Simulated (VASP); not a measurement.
Input of a VASP 6.6.1 run:

INCAR

```
SYSTEM = Ta
PREC = Accurate
ENCUT = 520
EDIFF = 1E-7
ISMEAR = -1
SIGMA = 0.08
LREAL = .FALSE.
LASPH = .TRUE.
NELM = 60
ALGO = Normal
ISIF = 2
LWAVE = .FALSE.
LCHARG = .FALSE.
GGA = PE
NBANDS = 24
```

KPOINTS

```
regular mesh
0
G
  8 8 12
  0 0 0
```

POSCAR

```
Ta
1.0
    4.5308271452      0.0000000000      0.0000000000
   -2.2654135726      3.9238114079      0.0000000000
    0.0000000000      0.0000000000      2.5684105705
Ta
3
Direct
    0.0000000000      0.0000000000      0.0000000000
    0.3333333333      0.6666666667      0.5000000000
    0.6666666667      0.3333333333      0.5000000000
```

Potentials or basis: VASP PAW PBE potentials, release 64 (Ta_pv).

Run with:

```bash
$ cat potpaw_PBE.64/Ta_pv/POTCAR > POTCAR
$ mpirun -np 1 vasp_std > vasp.out
```

Problem. Estimate the pressure.

Solution. 55.3 GPa.

Stress tensor (GPa, compression positive):
```
55.14  0.00  0.00
 0.00 55.14  0.00
 0.00  0.00 55.53
```
